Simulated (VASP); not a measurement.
## HfB2: electric field gradients with LDA

Crystal: HfB2.

```
Hf B
1.0
     3.14000    0.00000    0.00000
    -1.57000    2.71932    0.00000
     0.00000    0.00000    3.48000
Hf B
1 2
Direct
  0.00000 0.00000 0.00000
  0.33333 0.66667 0.50000
  0.66667 0.33333 0.50000
```

| Property | Result |
| --- | --- |
| Program | VASP 6.6.1 |
| Task | electric field gradients |
| Functional | LDA |
| Potentials or basis | VASP PAW LDA potentials, release 64 (Hf_pv, B) |
| Cutoff | 520 eV |
| k mesh | 17 × 17 × 13 |
| Occupations | fermi-dirac, width 0.05 eV |
| Spin | no spin polarisation |
| Dipole correction | no |
| Further INCAR settings | ALGO = Normal; EDIFF = 1e-08; NBANDS = 15 |

```yaml
Pressure: -9.7 GPa
Band_gap_on_the_k_mesh: zero (bands 8 and 9 overlap by 1.40 eV)
Largest_electric_field_gradient_by_atom: Hf +83.5; B +1.8 V/Å²
```

Stress tensor (GPa, compression positive):
```
-9.62  0.00  0.00
 0.00 -9.62  0.00
 0.00  0.00 -9.97
```

Levels at points of the mesh, in eV from the Fermi level:
| k point | band 6 | band 7 | band 8 | band 9 | band 10 | band 11 |
| --- | --- | --- | --- | --- | --- | --- |
| (0.00, 0.00, 0.00) | -2.97 | -2.97 | -2.77 | 3.85 | 3.85 | 4.51 |

Electric field gradients, principal values (V/Å²):
| atom | least | middle | greatest (by size) |
| --- | --- | --- | --- |
| 1 Hf | -41.736 | -41.736 | 83.472 |
| 2 B | -0.906 | -0.906 | 1.812 |
| 3 B | -0.906 | -0.906 | 1.812 |

Run time: 65 s on 1 thread of Intel(R) Xeon(R) Platinum 8375C CPU @ 2.90GHz (Ice Lake), on a shared host, peak memory 0.21 GiB.

Caveat: the cell stands under tension; without QUAD_EFG the Cq values of the log hold for a quadrupole moment of 1 mb, not for the nuclei; spin-orbit coupling is left out, which moves the levels of the heavy elements.
